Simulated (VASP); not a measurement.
Input of a VASP 6.6.1 run:

POSCAR

```
ZnS
1.0
    0.0000000000      2.6777701680      2.6777701680
    2.6777701680      0.0000000000      2.6777701680
    2.6777701680      2.6777701680      0.0000000000
Zn S
1 1
Direct
    0.2500000000      0.2500000000      0.2500000000
    0.0000000000      0.0000000000      0.0000000000
```

Contents of INCAR.step1:

```
  ALGO = Normal
  EDIFF = 1E-5
  ENCUT = 520
  GGA = PE
  ISIF = 2
  ISMEAR = 0
  LASPH = T
  LCHARG = F
  LREAL = F
  LWAVE = T
  NBANDS = 16
  NELM = 60
  PREC = Accurate
  SIGMA = 0.01
```

The input INCAR.step2:

```
  AEXX = 0.25
  ALGO = Normal
  EDIFF = 1E-6
  ENCUT = 520
  GGA = PE
  ISIF = 2
  ISMEAR = 0
  ISTART = 1
  LASPH = T
  LCHARG = F
  LHFCALC = T
  LREAL = F
  LWAVE = F
  NBANDS = 16
  NELM = 60
  PREC = Accurate
  PRECFOCK = Normal
  SIGMA = 0.01
```

The input KPOINTS:

```
k-points
0
Gamma
  6 6 6
```

Potentials or basis: VASP PAW PBE potentials, release 64 (Zn, S).

The run is started by

```bash
$ cat potpaw_PBE.64/Zn/POTCAR potpaw_PBE.64/S/POTCAR > POTCAR
$ cp INCAR.step1 INCAR
$ mpirun -np 1 vasp_std > vasp.out
$ cp INCAR.step2 INCAR
$ mpirun -np 1 vasp_std > vasp.out
```

(1) Predict the pressure.

(2) Predict the band gap on the k mesh.

Results:

(1) 2.9 GPa.

(2) 4.14 eV.

Caveat: the PAW data sets were made with another functional, which shifts forces and pressure a little.
